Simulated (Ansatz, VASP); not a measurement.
# One calculation of Sr, two programs

INCAR

```
SYSTEM = Sr
  PREC = Accurate
  ENCUT = 600
  EDIFF = 1E-6
  ISMEAR = 0
  SIGMA = 0.1
  LREAL = .FALSE.
  LASPH = .TRUE.
  NELM = 100
  ALGO = Fast
  ISIF = 3
  LWAVE = .FALSE.
  LCHARG = .FALSE.
  GGA = PS
  IBRION = 2
  NSW = 80
  EDIFFG = -0.01
```

The input KPOINTS:

```
regular mesh
0
G
  12 12 6
  0 0 0
```

Contents of POSCAR:

```
Sr
1.0
    4.1964590751      0.0000000000      0.0000000000
   -2.0982295376      3.6342401650      0.0000000000
    0.0000000000      0.0000000000      6.8926690420
Sr
2
Direct
    0.3333333333      0.6666666667      0.2500000000
    0.6666666667      0.3333333333      0.7500000000
```

Input for Ansatz:

```yaml
crystal:
  lattice:
    - [4.1964590751, 0.0, 0.0]
    - [-2.0982295376, 3.634240165, 0.0]
    - [0.0, 0.0, 6.892669042]
  atoms:
    - { symbol: Sr, position: [0.3333333333, 0.6666666667, 0.25] }
    - { symbol: Sr, position: [0.6666666667, 0.3333333333, 0.75] }
basis:
  ecutwfc: 420
kpoints:
  mp_grid: { grid: [12, 12, 6] }
hamiltonian:
  xc: pbesol
scf:
  occupations: { method: gaussian, width: 0.1 }
output:
  forces: true
  stress: true
  eigenvalues: true
  write_density: true
  write_potential: true
  elf: true
  volumetric_format: npy
relax:
  adjacent_minimum: "off"
  f_tol: 0.01
  max_steps: 60
  cell: { stress_tol: 0.1 }
```

Alike in both runs: task relaxation of cell and atoms; functional PBEsol; k mesh 12 × 12 × 6; occupations gaussian, width 0.1 eV; no spin polarisation.

```csv
,VASP,Ansatz
version,VASP 6.6.1,Ansatz 0.2.0
potentials or method,"VASP PAW PBE potentials, release 64 (Sr_sv), cutoff 600 eV","scalar-relativistic, plane waves, PAW"
valence electrons in the cell,20,20
```

Ansatz gave:

- gap on the k mesh at the Fermi level, each at its own relaxed structure (eV): none
- relaxed volume (Å³/atom): 52.56
- relaxed cell length with the largest relative difference (Å): 6.893

Question: Estimate VASP's values.

Answer: gap on the k mesh at the Fermi level, each at its own relaxed structure (eV): none; relaxed volume (Å³/atom): 52.50; relaxed cell length with the largest relative difference (Å): 6.887.

VASP's potentials were made for PBE, not for PBEsol. A gap of «none» marks a metal or a gap that the smearing closes.
